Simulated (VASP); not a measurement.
Input of a VASP 6.6.1 run:

The input INCAR:

```
SYSTEM = Ag
ALGO = Fast
EDIFF = 1E-6
ENCUT = 520
GGA = PE
ISIF = 2
ISMEAR = 0
LASPH = .TRUE.
LCHARG = .TRUE.
LELF = .TRUE.
LREAL = .FALSE.
LVHAR = .TRUE.
LWAVE = .FALSE.
NBANDS = 12
NELM = 100
PREC = Accurate
SIGMA = 0.024
```

File KPOINTS:

```
k-points
0
G
  11 11 11
  0 0 0
```

File POSCAR:

```
Ag
1.0
    0.0000000000      2.0427500000      2.0427500000
    2.0427500000      0.0000000000      2.0427500000
    2.0427500000      2.0427500000      0.0000000000
Ag
1
Direct
    0.0000000000      0.0000000000      0.0000000000
```

Potentials or basis: VASP PAW PBE potentials, release 64 (Ag).

Command:

```console
$ cat potpaw_PBE.64/Ag/POTCAR > POTCAR
$ mpirun -np 1 vasp_std > vasp.out
```

Task: Predict the pressure.

Result: 4.2 GPa.
